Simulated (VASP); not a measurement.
Wanted: the native input for a VASP 6.6.1 run.

* Task: relaxation of cell and atoms
* Functional: PBEsol
* Potentials or basis: VASP PAW PBE potentials, release 64 (Cu)
* Cutoff: 600 eV
* k mesh: 18 × 18 × 10
* Occupations: gaussian, width 0.1 eV
* Spin: no spin polarisation
* Dipole correction: no
* Further INCAR settings: ALGO = Normal; EDIFF = 1e-06; IBRION = 2; EDIFFG = -0.005; NSW = 100; ISIF = 3

The structure of Cu lies in POSCAR:

```
Cu
1.0
    2.5340966698      0.0000000000      0.0000000000
   -1.2670483349      2.1945920917      0.0000000000
    0.0000000000      0.0000000000      4.1125710000
Cu
2
Direct
    0.3333333300      0.6666666700      0.2500000000
    0.6666666700      0.3333333300      0.7500000000
```

One way to write it, as run:

INCAR

```
ALGO = Normal ; EDIFF = 1E-6
EDIFFG = -0.005 ; ENCUT = 600
GGA = PS ; IBRION = 2
ISIF = 3 ; ISMEAR = 0
LASPH = T ; LCHARG = F
LREAL = F ; LWAVE = F
NELM = 100 ; NSW = 100
PREC = Accurate ; SIGMA = 0.1
```

KPOINTS

```
k-points
0
Gamma
  18 18 10
```

Potentials or basis: VASP PAW PBE potentials, release 64 (Cu).

Command:

```sh
$ cat potpaw_PBE.64/Cu/POTCAR > POTCAR
$ mpirun -np 1 vasp_std > vasp.out
```

Results of the run:

```json
{"Relaxed volume": "11.38 Å³/atom", "Relaxed cell": "a = 2.525 Å, b = 2.525 Å, c = 4.123 Å, α = 90.00°, β = 90.00°, γ = 120.00°", "Space group after relaxing (to 0.05 Å)": "P6_3/mmc (No. 194)", "Energy gained by relaxing": "0.3 meV/atom", "Ionic steps": "8", "Pressure after relaxing": "0.0 GPa", "Band gap on the k mesh": "zero (band 11 reaches 11.98 eV, above the bottom of band 12 at 5.87 eV)"}
```

Caveat: the PAW data sets were made with another functional, which shifts forces and pressure a little.

It took 2.9 min on 1 thread of AMD EPYC 7R13 Processor (Zen 3), on a shared host, peak memory 0.17 GiB.
